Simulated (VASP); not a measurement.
Wanted: the native input for a VASP 6.6.1 run.

```
Task                   : single point
Functional             : PBE
Dispersion             : D3(BJ)
Potentials or basis    : VASP PAW PBE potentials, release 64 (C_h, N_h, H_h)
Cutoff                 : 1000 eV
k mesh                 : 1 × 1 × 1
Occupations            : fermi-dirac, width 0.05 eV
Spin                   : no spin polarisation
Dipole correction      : no
Further INCAR settings : LREAL = Auto; ALGO = Normal; EDIFF = 1e-06; NBANDS = 72
```

The structure of H3C2N lies in POSCAR:

```
H3C2N
1.0
    8.0517480000      0.0000000000      0.0000000000
    0.0000000000      8.0517480000      0.0000000000
    0.0000000000      0.0000000000      8.0517480000
C N H
12 6 18
Direct
    0.6490764490      0.3155836472      0.2770081726
    0.7196325568      0.3399510268      0.4417053291
   -0.0669047268      0.0927500463      0.8176857994
    0.0114509297      0.2247089700      0.9108456946
    0.1517434475      0.6980968605      0.7427455504
    0.2507033255      0.5967772464      0.6369921165
    0.3153849326      0.7593009617      0.3035862523
    0.1578166629      0.7832212335      0.2157916517
    0.4717236555      0.2567020230      0.8412583206
    0.3943615722      0.1489366036      0.7195952978
    0.6816532261      0.7707643111      0.5697147998
    0.6559942015      0.7321639972      0.7429815240
    0.8028815606      0.3818301318      0.5497439811
    0.0814357330      0.3379142020      0.9703979807
    0.3209613614      0.4948118098      0.5581024145
    0.0526096942      0.8348870332      0.1307542164
    0.3469184580      0.0469090687      0.6288572370
    0.6133699167      0.7104420059      0.8794363659
    0.6654331457      0.4166176090      0.1872015865
    0.7092248789      0.2007886983      0.2232807087
    0.5148944055      0.3059832474      0.2863725988
    0.0102834813      0.0374080262      0.7142921015
   -0.1059894075     -0.0081100402      0.8964264654
   -0.1780855536      0.1391499088      0.7527682188
    0.1469246181      0.6450773174      0.8620115781
    0.2079300048      0.8226536648      0.7641694698
    0.0265904994      0.7240291177      0.6933525490
    0.3136834387      0.6292422465      0.3487938271
    0.4256839633      0.7841278689      0.2253051139
    0.3273202291      0.8374206446      0.4141088370
    0.5695657639      0.3336294181      0.7884623314
    0.3891949922      0.3314932360      0.9210049793
    0.5460429214      0.1719999185      0.9213899889
    0.5878847674      0.8685194817      0.5455709742
    0.8092528480      0.8182571039      0.5525384053
    0.6693701790      0.6565655060      0.4876208247
```

One way to write it, as run:

INCAR

```
PREC     = Accurate       # precision mode
ENCUT    = 1000           # plane-wave cutoff, eV
EDIFF    = 1E-6           # SCF threshold, eV
ISMEAR   = -1             # smearing method
SIGMA    = 0.05           # smearing width, eV
LREAL    = Auto         
LASPH    = True           # aspherical terms in the spheres
NELM     = 120            # most SCF steps
ALGO     = Normal         # electronic algorithm
ISIF     = 2              # what is computed and relaxed
LWAVE    = False          # write WAVECAR
LCHARG   = True           # write CHGCAR
GGA      = PE             # functional
IVDW     = 12             # dispersion correction
LELF     = True           # ELF
LVHAR    = True         
NBANDS   = 72             # bands
GGA_COMPAT= False
```

KPOINTS

```
Automatic mesh
0
Gamma
  1 1 1
```

Potentials or basis: VASP PAW PBE potentials, release 64 (C_h, N_h, H_h).

Run with:

```bash
$ cat potpaw_PBE.64/C_h/POTCAR potpaw_PBE.64/N_h/POTCAR potpaw_PBE.64/H_h/POTCAR > POTCAR
$ mpirun -np 1 vasp_gam > vasp.out
```

Results of the run:

```
Pressure                   : -0.5 GPa
Largest force              : 2.702 eV/Å
Band gap on the k mesh     : 5.79 eV
Dispersion energy per atom : -0.045 eV
```

Caveat: the k points lie up to 0.78 Å⁻¹ apart; the atoms stand as in a frame of molecular dynamics.

Wall time 3 min on 1 thread of AMD EPYC 7R13 Processor (Zen 3) (shared host), peak memory 0.99 GiB.
